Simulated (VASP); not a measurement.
Wanted: the native input for a VASP 6.6.1 run.

```yaml
Task: single point
Functional: LDA
Potentials_or_basis: VASP PAW LDA potentials, release 64 (K_sv, F)
Cutoff: 600 eV
k_mesh: 6 × 6 × 6
Occupations: gaussian, width 0.01 eV
Spin: no spin polarisation
Dipole_correction: no
Further_INCAR_settings: ALGO = Normal; EDIFF = 1e-06; NBANDS = 15
```

The structure of KF lies in POSCAR:

```
KF
1.0
    0.0000000000      2.6718500000      2.6718500000
    2.6718500000      0.0000000000      2.6718500000
    2.6718500000      2.6718500000      0.0000000000
K F
1 1
Direct
    0.0000000000      0.0000000000      0.0000000000
    0.5000000000      0.5000000000      0.5000000000
```

These files were run (other wordings do the same):

INCAR

```
ALGO = Normal ; EDIFF = 1E-6
ENCUT = 600 ; GGA = CA
GGA_COMPAT = F ; ISIF = 2
ISMEAR = 0 ; LASPH = T
LCHARG = F ; LREAL = F
LWAVE = F ; NBANDS = 15
NELM = 120 ; PREC = Accurate
SIGMA = 0.01
```

KPOINTS

```
k-points
0
Gamma
  6 6 6
```

Potentials or basis: VASP PAW LDA potentials, release 64 (K_sv, F).

The run is started by

```sh
$ cat potpaw_LDA.64/K_sv/POTCAR potpaw_LDA.64/F/POTCAR > POTCAR
$ mpirun -np 1 vasp_std > vasp.out
```

Results of the run:

```json
{
  "Pressure": "-3.4 GPa",
  "Band gap on the k mesh": "5.79 eV"
}
```

Caveat: the cell stands under tension.

It took 9.8 s on 1 thread of Intel(R) Xeon(R) Platinum 8259CL CPU @ 2.50GHz (Skylake/Cascade Lake) (shared host), peak memory 0.15 GiB.
